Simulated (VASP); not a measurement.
# LiGeN (P6_3mc) in VASP: single point with r2SCAN

Aim: the single point of LiGeN with r2SCAN.

All numbers are computed with VASP 6.6.1; they aren't measurements. Logs are shortened: lines on timing, memory, paths and dates and some standing lists are left out, and cuts for length are marked.

### 1 The cell of the first run

Symmetry: P6_3mc, No. 186, hexagonal system. Conventional cell: a = 3.144 Å, b = 3.144 Å, c = 9.353 Å, α = 90.00°, β = 90.00°, γ = 120.00°. Li (site symmetry 3m) has 3 N at 2.23 Å and 6 Ge at 2.89 to 3.03 Å and 6 Li at 3.14 Å within 3.2 Å. Within 2.7 Å of Ge (site symmetry 3m) lie 3 N at 2.05 Å. N (site symmetry 3m) has 3 Ge at 2.05 Å and 3 Li at 2.23 Å within 2.7 Å.

### 2 Single point, r2SCAN (biaxial xy strain +5.2%)

File POSCAR:

```
LiGeN
1.0
    3.1438903454      0.0000000000      0.0000000000
   -1.5719451727      2.7226889059      0.0000000000
    0.0000000000      0.0000000000      9.3530577756
Li Ge N
2 2 2
Direct
    0.6666666667      0.3333333333      0.7414137247
    0.3333333333      0.6666666667      0.2414137247
    0.0000000000      0.0000000000      0.5008122045
    0.0000000000      0.0000000000      1.0008122045
    0.3333333333      0.6666666667      0.6024120708
    0.6666666667      0.3333333333      0.1024120708
```

File INCAR.step1:

```
  PREC = Accurate
  ENCUT = 520
  ISMEAR = 0
  SIGMA = 0.01
  LREAL = False
  LASPH = True
  NELM = 80
  NBANDS = 31
  GGA = PE
  ALGO = Normal
  EDIFF = 1E-4
  LWAVE = True
  LCHARG = False
```

File INCAR.step2:

```
  PREC = Accurate
  ENCUT = 520
  EDIFF = 1E-6
  ISMEAR = 0
  SIGMA = 0.01
  LREAL = False
  LASPH = True
  NELM = 80
  ALGO = Normal
  ISIF = 2
  LWAVE = False
  LCHARG = False
  METAGGA = R2SCAN
  LMIXTAU = True
  NBANDS = 31
  ISTART = 1
```

File KPOINTS:

```
regular mesh
0
Gamma
  12 12 4
```

Potentials or basis: VASP PAW PBE potentials, release 64 (Li_sv, Ge_d, N).

The run is started by

```sh
> cat potpaw_PBE.64/Li_sv/POTCAR potpaw_PBE.64/Ge_d/POTCAR potpaw_PBE.64/N/POTCAR > POTCAR
> cp INCAR.step1 INCAR
> mpirun -np 1 vasp_std > vasp.out
> cp INCAR.step2 INCAR
> mpirun -np 1 vasp_std > vasp.out
```

OUTCAR:

```text
PREC = Accurate
   ENCUT = 520
   EDIFF = 1E-6
   ISMEAR = 0
   LREAL = False
   LASPH = True
   NELM = 80
   ISIF = 2
   METAGGA = R2SCAN
   ISTART = 1

 ion  position               nearest neighbor table
   1  0.667  0.333  0.741-
   2  0.333  0.667  0.241-
   3  0.000  0.000  0.501-   5 2.05   5 2.05   5 2.05
   4  0.000  0.000  0.001-   6 2.05   6 2.05   6 2.05
   5  0.333  0.667  0.602-   3 2.05   3 2.05   3 2.05
   6  0.667  0.333  0.102-   4 2.05   4 2.05   4 2.05

  LATTYP: Found a hexagonal cell.
 ALAT       =     3.1438903454
 C/A-ratio  =     2.9749949101

  Lattice vectors:

 A1 = (   3.1438903454,   0.0000000000,   0.0000000000)
 A2 = (  -1.5719451727,   2.7226889059,   0.0000000000)
 A3 = (   0.0000000000,   0.0000000000,   9.3530577756)

Analysis of symmetry for initial positions (statically):
=====================================================================
 Subroutine PRICEL returns:
 Original cell was already a primitive cell.

 Routine SETGRP: Setting up the symmetry group for a
 hexagonal supercell.

 Subroutine GETGRP returns: Found 12 space group operations
 (whereof  6 operations were pure point group operations)
 out of a pool of 24 trial point group operations.

The static configuration has the point symmetry C_3v.
 The point group associated with its full space group is C_6v.

Analysis of symmetry for dynamics (positions and initial velocities):
=====================================================================
 Subroutine PRICEL returns:
 Original cell was already a primitive cell.

 Routine SETGRP: Setting up the symmetry group for a
 hexagonal supercell.

 Subroutine GETGRP returns: Found 12 space group operations
 (whereof  6 operations were pure point group operations)
 out of a pool of 24 trial point group operations.

The dynamic configuration has the point symmetry C_3v.
 The point group associated with its full space group is C_6v.

 Subroutine INISYM returns: Found 12 space group operations
 (whereof  6 operations are pure point group operations),
 and found     1 'primitive' translations

----------------------------------------------------------------------------------------

                                     Primitive cell

  volume of cell :      80.0606

  direct lattice vectors                    reciprocal lattice vectors
     3.143890345  0.000000000  0.000000000     0.318077251  0.183641987  0.000000000
    -1.571945173  2.722688906  0.000000000     0.000000000  0.367283974  0.000000000
     0.000000000  0.000000000  9.353057776     0.000000000  0.000000000  0.106916906
[... 98 lines left out ...]
   ISIF   =      2    stress and relaxation
   ISYM   =      2    0-nonsym 1-usesym 2-fastsym
   POTIM  = 0.5000    time-step for ionic-motion
   TEBEG  =    0.0;   TEEND  =   0.0 temperature during run
   PSTRESS=    0.0 pullay stress
   NELECT =      44.0000    total number of electrons
   NUPDOWN=      -1.0000    fix difference up-down
   EMIN   =  10.00;   EMAX   =-10.00  energy-range for DOS
   EFERMI =   0.00;   METHOD = LEGACY
   ISMEAR =     0;   SIGMA  =   0.01  broadening in eV -4-tet -1-fermi 0-gaus
   EFERMI_NEDOS =   21; number of points for ismear=-14 and -15
   IALGO  =     38    algorithm
   IMIX   =      4    mixing-type and parameters
     AMIX     =   0.40;   BMIX     =  1.00
     AMIX_MAG =   1.60;   BMIX_MAG =  1.00
  volume/ion in A,a.u.               =      13.34        90.05
  Fermi-wavevector in a.u.,A,eV,Ry     =   1.340971  2.534068 24.466040  1.798203
  Thomas-Fermi vector in A             =   2.469242
   LORBIT       =      0    0 simple, 1 ext, 2 COOP (PROOUT), +10 PAW based schemes
   METAGGA = R2SCAN    functional components
   LHFCALC =     F    Hartree Fock is set to
   AEXX    =    0.0000 exact exchange contribution
   IVDW    =     0    specifies the selected vdW correction
   LEPSILON=     F    determine dielectric tensor
   LRPA    =     F    only Hartree local field effects (RPA)
 non-spin polarized calculation
 Gauss-broadening in eV      SIGMA  =   0.01
  energy-cutoff  :      520.00
  volume of cell :       80.06
 maximum number of plane-waves:      2174
 NGX is ok and might be reduce to    24
   NGX = 11   NGY = 11   NGZ = 35

 number of electron      43.9999991 magnetization

 Free energy of the ion-electron system (eV)
  ---------------------------------------------------
  ext. energy  EPLUGINS =         0.00000000
  ---------------------------------------------------
  free energy    TOTEN  =       -52.89157795 eV

  energy without entropy =      -52.89157795  energy(sigma->0) =      -52.89157795

 E-fermi :   4.1798     XC(G=0): -10.7301

 val. band max:        4.0989704560   @ k =   0.1667  -0.0000   0.0000
 cond. band min:       5.5406241654   @ k =   0.5000   0.0000   0.0000
 fundamental gap:      1.4416537094
 Fermi energy:         4.1798074153

 k-point     1 :       0.0000    0.0000    0.0000
  band No.  band energies     occupation
      1     -43.1091      2.00000
      2     -43.1091      2.00000
      3     -20.8747      2.00000
      4     -20.8747      2.00000
      5     -20.8746      2.00000
      6     -20.8746      2.00000
[... 805 lines left out ...]
     30      12.0362      0.00000
     31      13.9417      0.00000

 [... further k-points ...]

------------------------ aborting loop because EDIFF is reached ----------------------------------------

  FORCE on cell =-STRESS in cart. coord.  units (eV):
  Direction    XX          YY          ZZ          XY          YZ          ZX
  --------------------------------------------------------------------------------------
  -------------------------------------------------------------------------------------
  Total       -6.3315023     -6.3315023     -0.6501972      0.0000000      0.0000000      0.0000000
  in kB     -126.7063324   -126.7063324    -13.0117780      0.0000000      0.0000000      0.0000000
  external PRESSURE =     -88.8081476 kB  Pullay stress =       0.0000000 kB

 VOLUME and BASIS-vectors are now :
 -----------------------------------------------------------------------------
  energy-cutoff  :      520.00
  volume of cell :       80.06
      direct lattice vectors                 reciprocal lattice vectors
     3.143890345  0.000000000  0.000000000     0.318077251  0.183641987  0.000000000
    -1.571945173  2.722688906  0.000000000     0.000000000  0.367283974  0.000000000
     0.000000000  0.000000000  9.353057776     0.000000000  0.000000000  0.106916906

 POSITION                                       TOTAL-FORCE (eV/Angst)
 -----------------------------------------------------------------------------------
      1.57195      0.90756      6.93449        -0.000000     -0.000000     -0.005247
     -0.00000      1.81513      2.25796         0.000000     -0.000000     -0.005247
      0.00000      0.00000      4.68413         0.000000     -0.000000     -0.059962
      0.00000      0.00000      0.00760        -0.000000      0.000000     -0.059962
     -0.00000      1.81513      5.63439        -0.000000     -0.000000      0.065209
      1.57195      0.90756      0.95787         0.000000      0.000000      0.065209
 -----------------------------------------------------------------------------------
    total drift:                               -0.000001     -0.000002     -0.008766

  FREE ENERGIE OF THE ION-ELECTRON SYSTEM (eV)
  ---------------------------------------------------
  free  energy   TOTEN  =       -52.8915779466 eV

  energy  without entropy=      -52.8915779466  energy(sigma->0) =      -52.89157795
```

Wall time 4.8 min (1 thread of Intel Xeon Platinum 8488C (Sapphire Rapids), shared host); peak memory 0.28 GiB.

Results:

```yaml
Free_energy: -52.8916 eV
Largest_force: 0.065 eV/Å
Band_gap_on_the_k_mesh: 1.44 eV (least direct gap 2.18 eV)
```

Forces on the atoms (eV/Å):
```
Li   0.000  0.000 -0.005
Li   0.000  0.000 -0.005
Ge   0.000  0.000 -0.060
Ge   0.000  0.000 -0.060
N    0.000  0.000  0.065
N    0.000  0.000  0.065
```

Levels at points of the mesh, in eV from the valence-band top:
```tsv
k point	band 20	band 21	band 22	band 23	band 24	band 25
(0.00, 0.00, 0.00)	-1.73	-1.73	-0.18	2.00	2.70	7.36
(0.50, 0.00, 0.00)	-3.21	-1.25	-1.15	1.44	2.25	4.80
(0.00, 0.00, 0.50)	-1.73	-1.29	-1.29	2.47	2.47	7.43
(0.50, 0.00, 0.50)	-3.23	-1.28	-1.28	1.90	1.90	5.04
```

Caveat: the cell differs from its parent crystal (biaxial xy strain +5.2%); the cutoff is under 1.25 times the usual one of these potentials, so pressure, stress and relaxed cells hold a basis-set (Pulay) error; the PAW data sets were made with another functional, which shifts forces and pressure a little. A k mesh can miss the band edges.
